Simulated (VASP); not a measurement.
Wanted: the native input for a VASP 6.6.1 run.

| Property | Result |
| --- | --- |
| Task | single point |
| Functional | PBE |
| Dispersion | D3(BJ) |
| Potentials or basis | VASP PAW PBE potentials, release 64 (Al, N) |
| Cutoff | 600 eV |
| k mesh | 8 × 8 × 8 |
| Occupations | gaussian, width 0.1 eV |
| Spin | no spin polarisation |
| Dipole correction | no |
| Further INCAR settings | ALGO = Normal; EDIFF = 1e-06; NBANDS = 11 |

The structure of AlN lies in POSCAR:

```
AlN
1.0
    0.0000000000      2.0345180000      2.0345180000
    2.0345180000      0.0000000000      2.0345180000
    2.0345180000      2.0345180000      0.0000000000
Al N
1 1
Direct
    0.5000000000      0.5000000000      0.5000000000
    0.0000000000      0.0000000000      0.0000000000
```

The input as run:

INCAR

```
SYSTEM = AlN
  PREC = Accurate
  ENCUT = 600
  EDIFF = 1E-6
  ISMEAR = 0
  SIGMA = 0.1
  LREAL = .FALSE.
  LASPH = .TRUE.
  NELM = 120
  ALGO = Normal
  ISIF = 2
  LWAVE = .FALSE.
  LCHARG = .FALSE.
  GGA = PE
  IVDW = 12
  NBANDS = 11
  GGA_COMPAT = .FALSE.
```

KPOINTS

```
regular mesh
0
G
  8 8 8
  0 0 0
```

Potentials or basis: VASP PAW PBE potentials, release 64 (Al, N).

The run is started by

```bash
$ cat potpaw_PBE.64/Al/POTCAR potpaw_PBE.64/N/POTCAR > POTCAR
$ mpirun -np 1 vasp_std > vasp.out
```

Results of the run:

| Property | Result |
| --- | --- |
| Pressure | -6.7 GPa |
| Band gap on the k mesh | 4.42 eV (least direct gap 5.41 eV) |
| Dispersion energy per atom | -0.333 eV |

Caveat: the cell stands under tension.

Run time: 3.7 s on 1 thread of Intel(R) Xeon(R) Platinum 8375C CPU @ 2.90GHz (Ice Lake), on a shared host, peak memory 0.14 GiB.
